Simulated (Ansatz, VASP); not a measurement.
Two plane-wave programs on Yb

```
CELL_PARAMETERS angstrom
3.87990 0.00000 0.00000
-1.93995 3.36009 0.00000
0.00000 0.00000 6.38590
ATOMIC_POSITIONS crystal
Yb 0.66667 0.33333 0.75000
Yb 0.33333 0.66667 0.25000
```

Alike in both runs: task single point; functional PBEsol; k mesh 7 × 7 × 4; occupations fermi-dirac, width 0.05 eV; collinear spin; fixed moment 3 μB.

```csv
,VASP,Ansatz
version,VASP 6.6.1,Ansatz 0.2.0
potentials or method,"VASP PAW PBE potentials, release 64 (Yb)",Ansatz PAW
plane-wave cutoff (eV),520,420
valence electrons in the cell,48,48
```

|  | VASP | Ansatz | Ansatz less VASP |
| --- | --- | --- | --- |
| pressure (GPa) | -3.7 | -3.7 | -0.01 |
| traceless stress, the component that is largest in VASP (GPa) | -0.61 | -0.59 | +0.023 |
| net moment per atom (μB) | 1.50 | 1.50 | 0.000 |
| size of the moment on the site where the two differ most (μB) | 0.66 | 0.94 | +0.286 |

VASP's potentials were made for PBE, not for PBEsol. Site moments also hang on the region over which each program counts them.

Neither program's run includes spin-orbit coupling.
